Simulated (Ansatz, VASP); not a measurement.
**Two plane-wave programs on KCl**

File INCAR:

```
  ALGO = Normal
  EDIFF = 1E-6
  ENCUT = 520
  GGA = PE
  ISIF = 2
  ISMEAR = 0
  LASPH = True
  LCHARG = True
  LELF = True
  LREAL = False
  LVHAR = True
  LWAVE = False
  NBANDS = 15
  NELM = 80
  PREC = Accurate
  SIGMA = 0.02
```

File KPOINTS:

```
k-points
0
Gamma
  7 7 7
```

Contents of POSCAR:

```
KCl
1.0
    4.4497805500      0.0000000000      0.0000000000
    2.2248902750      3.8536229976      0.0000000000
    2.2248902750      1.2845409992      3.6332306050
K Cl
1 1
Direct
    0.0000000000      0.0000000000      0.0000000000
    0.5000000000      0.5000000000      0.5000000000
```

Contents of input.yaml:

```yaml
crystal:
  lattice:
    - [4.44978055, 0.0, 0.0]
    - [2.224890275, 3.8536229976, 0.0]
    - [2.224890275, 1.2845409992, 3.633230605]
  atoms:
    - { symbol: K, position: [0.0, 0.0, 0.0] }
    - { symbol: Cl, position: [0.5, 0.5, 0.5] }
hamiltonian:
  xc: pbe
  pseudopotentials: { kind: paw }
kpoints:
  mp_grid: { grid: [7, 7, 7] }
scf:
  occupations: { method: gaussian, width: 0.02 }
output:
  forces: true
  stress: true
  eigenvalues: true
  write_density: true
  write_potential: true
  elf: true
  volumetric_format: npy
```

Alike in both runs: task single point; functional PBE; k mesh 7 × 7 × 7; occupations gaussian, width 0.02 eV; no spin polarisation.

|  | VASP | Ansatz |
| --- | --- | --- |
| version | VASP 6.6.1 | Ansatz 0.2.0 |
| potentials or method | VASP PAW PBE potentials, release 64 (K_sv, Cl) | Ansatz PAW |
| plane-wave cutoff (eV) | 520 | 420 |
| valence electrons in the cell | 16 | 16 |

```csv
,VASP,Ansatz,Ansatz less VASP
gap on the k mesh at the Fermi level (eV),5.19,5.19,+0.002
least direct gap on the mesh (eV),5.19,5.19,+0.002
pressure (GPa),0.8,0.8,-0.03
```

Noted on Ansatz's run: odd divisions of the mesh miss points on the zone boundary, where band edges often lie, so the gap on the mesh can be too wide.
